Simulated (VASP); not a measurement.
Wanted: the native input for a VASP 6.6.1 run.

```yaml
Task: single point
Functional: PBE
Potentials_or_basis: VASP PAW PBE potentials, release 64 (Hf_pv, C)
Cutoff: 520 eV
k_mesh: 14 × 14 × 13
Occupations: fermi-dirac, width 0.08 eV
Spin: no spin polarisation
Dipole_correction: no
Further_INCAR_settings: ALGO = Normal; EDIFF = 1e-07; NBANDS = 14
```

The structure of HfC (WC type) lies in POSCAR:

```
HfC
1.0
    2.5684860597      0.0000000000      0.0000000000
   -1.2842430298      2.2243741769      0.0000000000
    0.0000000000      0.0000000000      2.5435038015
Hf C
1 1
Direct
    0.0000000000      0.0000000000      0.0000000000
    0.3333333333      0.6666666667      0.5000000000
```

The input as run:

INCAR

```
ALGO = Normal
EDIFF = 1E-7
ENCUT = 520
GGA = PE
ISIF = 2
ISMEAR = -1
LASPH = T
LCHARG = F
LREAL = F
LWAVE = F
NBANDS = 14
NELM = 80
PREC = Accurate
SIGMA = 0.08
```

KPOINTS

```
k-points
0
Gamma
  14 14 13
```

Potentials or basis: VASP PAW PBE potentials, release 64 (Hf_pv, C).

Run with:

```console
$ cat potpaw_PBE.64/Hf_pv/POTCAR potpaw_PBE.64/C/POTCAR > POTCAR
$ mpirun -np 1 vasp_std > vasp.out
```

It gave:

```yaml
Pressure: 351.6 GPa
Band_gap_on_the_k_mesh: zero (bands 7 and 8 overlap by 2.43 eV)
```

Caveat: the cell stands under pressure; spin-orbit coupling is left out, which moves the levels of the heavy elements.

Wall time 43 s on 1 thread of Intel Xeon 8259CL, on a shared host, peak memory 0.16 GiB.
